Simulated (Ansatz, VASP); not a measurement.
# In3GaAs4 in VASP and in Ansatz

The input INCAR:

```
PREC = Accurate
ENCUT = 520
EDIFF = 1E-6
ISMEAR = 0
SIGMA = 0.1
LREAL = F
LASPH = T
NELM = 60
ALGO = Normal
ISIF = 2
LWAVE = F
LCHARG = F
GGA = PE
NBANDS = 46
```

File KPOINTS:

```
regular mesh
0
Gamma
  4 4 2
```

File POSCAR:

```
In3GaAs4
1.0
    4.2903590000      0.0000000000      0.0000000000
    0.0000000000      4.2903590000      0.0000000000
    0.0000000000      0.0000000000     12.2022170000
In Ga As
3 1 4
Direct
    0.0000000000      0.0000000000      0.7413300000
    0.0000000000      0.0000000000      0.2586700000
    0.5000000000      0.5000000000      0.0000000000
    0.5000000000      0.5000000000      0.5000000000
    0.5000000000      0.0000000000      0.3886860000
    0.0000000000      0.5000000000      0.1293790000
    0.5000000000      0.0000000000      0.8706210000
    0.0000000000      0.5000000000      0.6113140000
```

Input for Ansatz:

```yaml
crystal:
  lattice:
    - [4.290359, 0.0, 0.0]
    - [0.0, 4.290359, 0.0]
    - [0.0, 0.0, 12.202217]
  atoms:
    - { symbol: In, position: [0.0, 0.0, 0.74133] }
    - { symbol: In, position: [0.0, 0.0, 0.25867] }
    - { symbol: In, position: [0.5, 0.5, 0.0] }
    - { symbol: Ga, position: [0.5, 0.5, 0.5] }
    - { symbol: As, position: [0.5, 0.0, 0.388686] }
    - { symbol: As, position: [0.0, 0.5, 0.129379] }
    - { symbol: As, position: [0.5, 0.0, 0.870621] }
    - { symbol: As, position: [0.0, 0.5, 0.611314] }
basis:
  ecutwfc: 420
kpoints:
  mp_grid: { grid: [4, 4, 2] }
hamiltonian:
  xc: pbe
scf:
  occupations: { method: gaussian, width: 0.1 }
  lower_state_search: "off"
output:
  forces: true
  stress: true
  eigenvalues: true
```

Alike in both runs: task single point; functional PBE; k mesh 4 × 4 × 2; occupations gaussian, width 0.1 eV; no spin polarisation.

```csv
,VASP,Ansatz
version,VASP 6.6.1,Ansatz 0.2.0
potentials or method,"VASP PAW PBE potentials, release 64 (In_d, Ga_d, As), cutoff 520 eV","scalar-relativistic, plane waves, PAW"
valence electrons in the cell,72,112
```

```csv
,VASP,Ansatz,Ansatz less VASP
gap on the k mesh at the Fermi level (eV),none,none,-
pressure (GPa),0.3,0.2,-0.08
"traceless stress, the component that is largest in VASP (GPa)",-0.43,-0.43,+0.002
rms of the force components (eV/Å),0.004,0.006,+0.0015
```

Atom by atom the forces differ by 0.002 eV/Å (rms over components). A gap of «none» marks a metal or a gap that the smearing closes. With one functional, cell and mesh, what is left measures potentials, basis and numerics. VASP's potentials hold 72 valence electrons a cell and Ansatz's 112, so a difference there can come from the potentials and not from the codes.

The k mesh is coarse, so the values compare programs but aren't converged.
